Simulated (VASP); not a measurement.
Runs of VASP 6.6.1 on Al2O. The structure is that of space group R3m (No. 160), or close to it. The cells are those of the table. 

```csv
cell,gap on the mesh (eV),largest force (eV/Å)
"a = 4.024, b = 4.024, c = 8.884 Å, angles 63.1, 63.1, 60.0°, 6 atoms",none,1.99
"a = 4.024, b = 4.024, c = 9.750 Å, angles 65.6, 65.6, 60.0°, 6 atoms",none,2.23
"a = 4.024, b = 4.024, c = 8.462 Å, angles 61.6, 61.6, 60.0°, 6 atoms",none,1.76
"a = 4.024, b = 4.024, c = 10.640 Å, angles 67.8, 67.8, 60.0°, 6 atoms",none,(a)
```

Alike in all rows: task single point; level PBE; potentials or basis VASP PAW PBE potentials, release 64 (Al, O); no spin polarisation; k mesh 5 × 5 × 5; cutoff (eV) 520; smearing fermi-dirac 0.1 eV.

Q: Fill in the values left out.

A: (a) 2.52.

Caveats: all runs use coarse meshes.

A gap of «none» marks levels without a gap at the run's occupations.
